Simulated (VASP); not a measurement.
Crystal: Sb.

```xyz
6
Lattice="7.9915 0.0000 0.0000 0.0000 7.9915 0.0000 0.0000 0.0000 3.0701" Properties=species:S:1:pos:R:3 pbc="T T T"
Sb    3.9957    3.9957    0.0000
Sb    0.0000    0.0000    0.0000
Sb    6.9331    5.0541    0.0000
Sb    1.0584    2.9374    0.0000
Sb    5.0541    1.0584    0.0000
Sb    2.9374    6.9331    0.0000
```

| Quantity | Value |
| --- | --- |
| Program | VASP 6.6.1 |
| Task | relaxation of cell and atoms |
| Functional | PBE |
| Potentials or basis | VASP PAW PBE potentials, release 64 (Sb) |
| Cutoff | 600 eV |
| k mesh | 6 × 6 × 12 |
| Occupations | gaussian, width 0.1 eV |
| Spin | no spin polarisation |

At the start: pressure 0.1 GPa; volume 32.68 Å³/atom.

Where does the relaxation end?

Over 9 steps the energy falls by 10.2 meV/atom and the volume is 32.77 Å³/atom (+0.3 %); space group P4/mbm (No. 127, to 0.05 Å).

The path:
```
step  energy change (eV)  largest force (eV/Å)  pressure (GPa)  volume (Å³)
   1              0.0000                0.1569            0.07       196.07
   2             -0.0511                0.1263           -0.02       196.34
   3             -0.0567                0.1289           -0.06       196.29
   4             -0.0567                0.1292           -0.06       196.29
   5             -0.0593                0.0812            0.06       195.97
   6             -0.0605                0.0300            0.19       195.65
   7             -0.0605                0.0172            0.21       195.58
   8             -0.0613                0.0041           -0.04       196.82
   9             -0.0613                0.0004            0.00       196.60
```

Final structure:
```xyz
6
Lattice="7.9166 0.0000 0.0000 0.0000 7.9166 0.0000 0.0000 0.0000 3.1370" Properties=species:S:1:pos:R:3 pbc="T T T"
Sb    3.9583    3.9583    0.0000
Sb    0.0000    0.0000    0.0000
Sb    6.8843    4.9906    3.1370
Sb    1.0323    2.9260    0.0000
Sb    4.9906    1.0323    0.0000
Sb    2.9260    6.8843    3.1370
```
